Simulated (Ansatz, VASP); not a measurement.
# HC18: VASP beside Ansatz

```xyz
19
Lattice="7.3980 0.0000 0.0000 -3.6990 6.4069 0.0000 0.0000 0.0000 12.0000" Properties=species:S:1:pos:R:3 pbc="T T T"
C    -0.0061   -0.0238    0.8874
C     1.2238    0.6898    0.9441
C    -1.2359    2.1063    0.8875
C    -0.0031    2.8147    0.9441
C    -2.4678    4.2462    0.9740
C    -1.2358    4.9575    0.9711
C     2.4631   -0.0267    0.9740
C     3.7025    0.6898    0.9444
C     1.2037    2.0947    1.0113
C     2.4631    2.8219    1.3608
C    -0.0039    4.2462    0.9740
C     1.2363    4.9614    0.9442
C     4.9324   -0.0238    0.8875
C     6.1621    0.6863    0.8755
C     3.7225    2.0948    1.0116
C     4.9294    2.8147    0.9443
C     2.4632    4.2763    1.0113
C     3.6899    4.9614    0.9442
H     2.4629    2.8225    2.4887
```

Alike in both runs: functional PBE; k mesh 2 × 2 × 1; occupations fermi-dirac, width 0.05 eV; collinear spin.

Ansatz relaxed the structure, and its values are those at the end. VASP's run is a single point on that final structure, the one shown.

|  | VASP | Ansatz |
| --- | --- | --- |
| version | VASP 6.6.1 | Ansatz 0.2.0 |
| potentials or method | VASP PAW PBE potentials, release 64 (C, H), cutoff 520 eV | scalar-relativistic, plane waves, PAW |
| valence electrons in the cell | 73 | 73 |

|  | VASP | Ansatz | Ansatz less VASP |
| --- | --- | --- | --- |
| rms of the force components (eV/Å) | 0.007 | 0.005 | -0.0018 |
| net moment per atom (μB) | 0.05 | 0.05 | 0.000 |
| size of the moment on the site where the two differ most (μB) | 0.13 | 0.09 | -0.043 |

Site moments also hang on the region over which each program counts them. Ansatz's warnings: filled band counts differ across k points, seeded moment not kept, xc potential rough in thin density.

The k mesh is coarse, so the values compare programs but aren't converged.
